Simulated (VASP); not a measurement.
# RbBr (Fm-3m) in VASP: a series of runs, part 2 of 2

VASP 6.6.1. Earlier steps stand in the parts before.

### Step 3. Single point, LDA (40.04 Å³/atom)

This run uses another cell than the first one, of 40.04 Å³/atom.

File INCAR:

```
PREC = Accurate
ENCUT = 520
EDIFF = 1E-6
ISMEAR = -1
SIGMA = 0.03
LREAL = F
LASPH = T
NELM = 80
ALGO = Normal
ISIF = 2
LWAVE = F
LCHARG = T
GGA = CA
LELF = T
LVHAR = T
NBANDS = 15
```

File KPOINTS:

```
regular mesh
0
Gamma
  6 6 6
```

File POSCAR:

```
RbBr
1.0
    0.0000000000      3.4210393832      3.4210393832
    3.4210393832      0.0000000000      3.4210393832
    3.4210393832      3.4210393832      0.0000000000
Rb Br
1 1
Direct
    0.0000000000      0.0000000000      0.0000000000
    0.5000000000      0.5000000000      0.5000000000
```

Potentials or basis: VASP PAW LDA potentials, release 64 (Rb_sv, Br).

On the command line:

```
$ cat potpaw_LDA.64/Rb_sv/POTCAR potpaw_LDA.64/Br/POTCAR > POTCAR
$ mpirun -np 1 vasp_std > vasp.out
```

OUTCAR:

```text
PREC = Accurate
   ENCUT = 520
   EDIFF = 1E-6
   ISMEAR = -1
   LREAL = F
   LASPH = T
   NELM = 80
   ISIF = 2
   GGA = CA

 ion  position               nearest neighbor table
   1  0.000  0.000  0.000-   2 3.42   2 3.42   2 3.42   2 3.42   2 3.42   2 3.42
   2  0.500  0.500  0.500-   1 3.42   1 3.42   1 3.42   1 3.42   1 3.42   1 3.42

  LATTYP: Found a face centered cubic cell.
 ALAT       =     6.8420787664

  Lattice vectors:

 A1 = (   0.0000000000,   3.4210393832,   3.4210393832)
 A2 = (   3.4210393832,   0.0000000000,   3.4210393832)
 A3 = (   3.4210393832,   3.4210393832,   0.0000000000)

Analysis of symmetry for initial positions (statically):
=====================================================================
 Subroutine PRICEL returns:
 Original cell was already a primitive cell.

 Routine SETGRP: Setting up the symmetry group for a
 face centered cubic supercell.

 Subroutine GETGRP returns: Found 48 space group operations
 (whereof 48 operations were pure point group operations)
 out of a pool of 48 trial point group operations.

The static configuration has the point symmetry O_h .

Analysis of symmetry for dynamics (positions and initial velocities):
=====================================================================
 Subroutine PRICEL returns:
 Original cell was already a primitive cell.

 Routine SETGRP: Setting up the symmetry group for a
 face centered cubic supercell.

 Subroutine GETGRP returns: Found 48 space group operations
 (whereof 48 operations were pure point group operations)
 out of a pool of 48 trial point group operations.

The dynamic configuration has the point symmetry O_h .

 Subroutine INISYM returns: Found 48 space group operations
 (whereof 48 operations are pure point group operations),
 and found     1 'primitive' translations

----------------------------------------------------------------------------------------

                                     Primitive cell

  volume of cell :      80.0763

  direct lattice vectors                    reciprocal lattice vectors
     0.000000000  3.421039383  3.421039383    -0.146154412  0.146154412  0.146154412
     3.421039383  0.000000000  3.421039383     0.146154412 -0.146154412  0.146154412
     3.421039383  3.421039383  0.000000000     0.146154412  0.146154412 -0.146154412

  length of vectors
     4.838080293  4.838080293  4.838080293     0.253146868  0.253146868  0.253146868

  position of ions in fractional coordinates (direct lattice)
     0.000000000  0.000000000  0.000000000
     0.500000000  0.500000000  0.500000000

  ion indices of the primitive-cell ions
   primitive index   ion index
                 1           1
                 2           2

----------------------------------------------------------------------------------------

 KPOINTS: regular mesh

Automatic generation of k-mesh.
 Grid dimensions read from file:
 generate k-points for:    6    6    6

 Generating k-lattice:

  Cartesian coordinates                     Fractional coordinates (reciprocal lattice)
    -0.024359069  0.024359069  0.024359069     0.166666667  0.000000000  0.000000000
     0.024359069 -0.024359069  0.024359069     0.000000000  0.166666667  0.000000000
     0.024359069  0.024359069 -0.024359069     0.000000000  0.000000000  0.166666667

  Length of vectors
     0.042191145  0.042191145  0.042191145

  Shift w.r.t. Gamma in fractional coordinates (k-lattice)
     0.000000000  0.000000000  0.000000000

 Subroutine IBZKPT returns following result:
 ===========================================

 Found     16 irreducible k-points:

 Following reciprocal coordinates:
            Coordinates               Weight
  0.000000  0.000000  0.000000      1.000000
  0.166667  0.000000  0.000000      8.000000
  0.333333  0.000000  0.000000      8.000000
  0.500000  0.000000  0.000000      4.000000
  0.166667  0.166667  0.000000      6.000000
  0.333333  0.166667  0.000000     24.000000
[... 8 lines left out ...]
 -0.333333  0.333333  0.166667     24.000000
 -0.333333  0.500000  0.166667     12.000000
   k-points           NKPTS =     16   k-points in BZ     NKDIM =     16   number of bands    NBANDS=     15
   number of dos      NEDOS =    301   number of ions     NIONS =      2
   total plane-waves  NPLWV =  46656
   dimension x,y,z NGX =    36 NGY =   36 NGZ =   36
   dimension x,y,z NGXF=    72 NGYF=   72 NGZF=   72
   ions per type =               1   1
   NGX,Y,Z   is equivalent  to a cutoff of  12.37, 12.37, 12.37 a.u.
   NGXF,Y,Z  is equivalent  to a cutoff of  24.74, 24.74, 24.74 a.u.
 SYSTEM =  unknown system
   PREC   = accura    normal or accurate (medium, high low for compatibility)
   ISTART =      0    job   : 0-new  1-cont  2-samecut
   ICHARG =      2    charge: 1-file 2-atom 10-const
   ISPIN  =      1    spin polarized calculation?
   LNONCOLLINEAR =      F non collinear calculations
   LSORBIT =      F    spin-orbit coupling
   LASPH  =      T    aspherical Exc in radial PAW
   ENCUT  =  520.0 eV  38.22 Ry    6.18 a.u.   9.00  9.00  9.00*2*pi/ulx,y,z
   NELM   =     80;   NELMIN=  2; NELMDL= -5     # of ELM steps
   EDIFF  = 0.1E-05   stopping-criterion for ELM
   LREAL  =      F    real-space projection
   EDIFFG = 0.1E-04   stopping-criterion for IOM
   NSW    =      0    number of steps for IOM
   IBRION =     -1    ionic relax: 0-MD 1-quasi-New 2-CG
   NFREE  =      0    steps in history (QN), initial steepest desc. (CG)
   ISIF   =      2    stress and relaxation
   ISYM   =      2    0-nonsym 1-usesym 2-fastsym
   POTIM  = 0.5000    time-step for ionic-motion
   TEBEG  =    0.0;   TEEND  =   0.0 temperature during run
   PSTRESS=    0.0 pullay stress
   NELECT =      16.0000    total number of electrons
   NUPDOWN=      -1.0000    fix difference up-down
   EMIN   =  10.00;   EMAX   =-10.00  energy-range for DOS
   EFERMI =   0.00;   METHOD = LEGACY
   ISMEAR =    -1;   SIGMA  =   0.03  broadening in eV -4-tet -1-fermi 0-gaus
   EFERMI_NEDOS =   21; number of points for ismear=-14 and -15
   IALGO  =     38    algorithm
   IMIX   =      4    mixing-type and parameters
     AMIX     =   0.40;   BMIX     =  1.00
     AMIX_MAG =   1.60;   BMIX_MAG =  1.00
  volume/ion in A,a.u.               =      40.04       270.19
  Fermi-wavevector in a.u.,A,eV,Ry     =   0.957077  1.808613 12.462880  0.915996
  Thomas-Fermi vector in A             =   2.086062
   LORBIT       =      0    0 simple, 1 ext, 2 COOP (PROOUT), +10 PAW based schemes
   GGA     = CA    functional components
   LHFCALC =     F    Hartree Fock is set to
   AEXX    =    0.0000 exact exchange contribution
   IVDW    =     0    specifies the selected vdW correction
   LEPSILON=     F    determine dielectric tensor
   LRPA    =     F    only Hartree local field effects (RPA)
 non-spin polarized calculation
  energy-cutoff  :      520.00
  volume of cell :       80.08
 maximum number of plane-waves:      2176
   NGX = 17   NGY = 17   NGZ = 17

 number of electron      16.0000000 magnetization

 Free energy of the ion-electron system (eV)
  ---------------------------------------------------
  ext. energy  EPLUGINS =         0.00000000
  ---------------------------------------------------
  free energy    TOTEN  =        -6.69740721 eV

  energy without entropy =       -6.69740721  energy(sigma->0) =       -6.69740721

 E-fermi :  -1.2466     XC(G=0):  -7.7585

 val. band max:       -1.9349098648   @ k =   0.0000   0.0000   0.0000
 cond. band min:       2.0372708652   @ k =   0.0000   0.0000   0.0000
 fundamental gap:      3.9721807300
 Fermi energy:        -1.2465849551

 k-point     1 :       0.0000    0.0000    0.0000
  band No.  band energies     occupation
      1     -26.1952      2.00000
      2     -14.1504      2.00000
      3     -10.3383      2.00000
      4     -10.3383      2.00000
      5     -10.3383      2.00000
      6      -1.9349      2.00000
      7      -1.9349      2.00000
      8      -1.9349      2.00000
      9       2.0373      0.00000
     10       5.0939      0.00000
     11       5.0939      0.00000
     12       5.0939      0.00000
     13       6.0434      0.00000
     14       6.0434      0.00000
[... 257 lines left out ...]
      2     -14.1155      2.00000
      3     -10.5102      2.00000
      4     -10.4487      2.00000
      5     -10.3455      2.00000
      6      -2.3783      2.00000
      7      -2.3774      2.00000
      8      -2.2152      2.00000
      9       4.0716      0.00000
     10       5.6422      0.00000
     11       5.7515      0.00000
     12       6.7897      0.00000
     13       7.9143      0.00000
     14       8.8032      0.00000
     15       9.1828      0.00000

------------------------ aborting loop because EDIFF is reached ----------------------------------------

  FORCE on cell =-STRESS in cart. coord.  units (eV):
  Direction    XX          YY          ZZ          XY          YZ          ZX
  --------------------------------------------------------------------------------------
  -------------------------------------------------------------------------------------
  Total       -0.5640239     -0.5640239     -0.5640239      0.0000000     -0.0000000      0.0000000
  in kB      -11.2850602    -11.2850602    -11.2850602      0.0000000     -0.0000000      0.0000000
  external PRESSURE =     -11.2850602 kB  Pullay stress =       0.0000000 kB

 VOLUME and BASIS-vectors are now :
 -----------------------------------------------------------------------------
  energy-cutoff  :      520.00
  volume of cell :       80.08
      direct lattice vectors                 reciprocal lattice vectors
     0.000000000  3.421039383  3.421039383    -0.146154412  0.146154412  0.146154412
     3.421039383  0.000000000  3.421039383     0.146154412 -0.146154412  0.146154412
     3.421039383  3.421039383  0.000000000     0.146154412  0.146154412 -0.146154412

 POSITION                                       TOTAL-FORCE (eV/Angst)
 -----------------------------------------------------------------------------------
      0.00000      0.00000      0.00000         0.000000      0.000000     -0.000000
      3.42104      3.42104      3.42104        -0.000000      0.000000      0.000000
 -----------------------------------------------------------------------------------
    total drift:                                0.000000      0.000000      0.000000

  FREE ENERGIE OF THE ION-ELECTRON SYSTEM (eV)
  ---------------------------------------------------
  free  energy   TOTEN  =        -6.6974072074 eV

  energy  without entropy=       -6.6974072074  energy(sigma->0) =       -6.69740721
```

OSZICAR:

```text
N       E                     dE             d eps       ncg     rms          rms(c)
DAV:   1     0.819011117411E+02    0.81901E+02   -0.68807E+03   480   0.926E+02
DAV:   2    -0.132030463523E+01   -0.83221E+02   -0.76069E+02   696   0.162E+02
DAV:   3    -0.677006886983E+01   -0.54498E+01   -0.54266E+01   642   0.429E+01
DAV:   4    -0.693123207173E+01   -0.16116E+00   -0.16115E+00   705   0.671E+00
DAV:   5    -0.693220190717E+01   -0.96984E-03   -0.96983E-03   635   0.533E-01    0.294E+00
DAV:   6    -0.672582422312E+01    0.20638E+00   -0.23424E-01   578   0.223E+00    0.195E+00
DAV:   7    -0.669656384594E+01    0.29260E-01   -0.80928E-02   613   0.142E+00    0.935E-01
DAV:   8    -0.669730632000E+01   -0.74247E-03   -0.78565E-03   553   0.456E-01    0.809E-02
DAV:   9    -0.669734547297E+01   -0.39153E-04   -0.35333E-04   649   0.898E-02    0.464E-02
DAV:  10    -0.669740592336E+01   -0.60450E-04   -0.60160E-05   524   0.470E-02    0.843E-03
DAV:  11    -0.669740721722E+01   -0.12939E-05   -0.59495E-06   648   0.131E-02    0.634E-03
DAV:  12    -0.669740720736E+01    0.98514E-08   -0.19040E-06   515   0.644E-03
   1 F= -.66974072E+01 E0= -.66974072E+01  d E =-.426096E-11
```

Run time: 43 s. Hardware: 1 thread of Intel Xeon 8259CL, shared host; peak memory 0.18 GiB.

What came out:

```yaml
Free_energy: -6.6974 eV
Pressure: -1.1 GPa
Band_gap_on_the_k_mesh: 3.97 eV
```

### Step 4. Single point, LDA (43.75 Å³/atom)

This run uses another cell than the first one, of 43.75 Å³/atom.

File INCAR:

```
SYSTEM = RbBr
PREC = Accurate
ENCUT = 520
EDIFF = 1E-6
ISMEAR = -1
SIGMA = 0.03
LREAL = .False.
LASPH = .True.
NELM = 100
ALGO = Normal
ISIF = 2
LWAVE = .False.
LCHARG = .False.
GGA = CA
NBANDS = 15
```

File KPOINTS:

```
Automatic mesh
0
Gamma
  6 6 6
  0 0 0
```

File POSCAR:

```
RbBr
1.0
    0.0000000000      3.5237313002      3.5237313002
    3.5237313002      0.0000000000      3.5237313002
    3.5237313002      3.5237313002      0.0000000000
Rb Br
1 1
Direct
    0.0000000000      0.0000000000      0.0000000000
    0.5000000000      0.5000000000      0.5000000000
```

On the command line:

```
$ cat potpaw_LDA.64/Rb_sv/POTCAR potpaw_LDA.64/Br/POTCAR > POTCAR
$ mpirun -np 1 vasp_std > vasp.out
```

It took 66 s on 1 thread of Intel Xeon 8259CL, shared host; peak memory 0.19 GiB.

Results (log left out):

```yaml
Free_energy: -6.6238 eV
Pressure: -2.0 GPa
Band_gap_on_the_k_mesh: 3.77 eV
```

Levels at points of the mesh, in eV from the valence-band top:
```tsv
k point	band 5	band 6	band 7	band 8	band 9	band 10	band 11	band 12
(0.00, 0.00, 0.00)	-8.58	0.00	0.00	0.00	3.77	7.00	7.00	7.00
(0.50, 0.00, 0.00)	-8.56	-0.92	-0.30	-0.30	6.25	7.11	9.01	9.01
(0.50, 0.50, 0.00)	-8.64	-0.48	-0.16	-0.16	5.38	6.49	8.41	8.88
```

### Step 5. Summary

```csv
cell,gap on the mesh (eV),pressure (GPa)
"a = 4.789 Å, angles 60.0°, 2 atoms",4.05,-0.7
"a = 4.838 Å, angles 60.0°, 2 atoms",3.97,-1.1
"a = 4.983 Å, angles 60.0°, 2 atoms",3.77,-2.0
```

Alike in all rows: task single point; level LDA; potentials or basis VASP PAW LDA potentials, release 64 (Rb_sv, Br); no spin polarisation; k mesh 6 × 6 × 6; cutoff (eV) 520; smearing fermi-dirac 0.03 eV.

Total energies depend on the potentials used, so only differences within one code and one set of settings carry meaning.
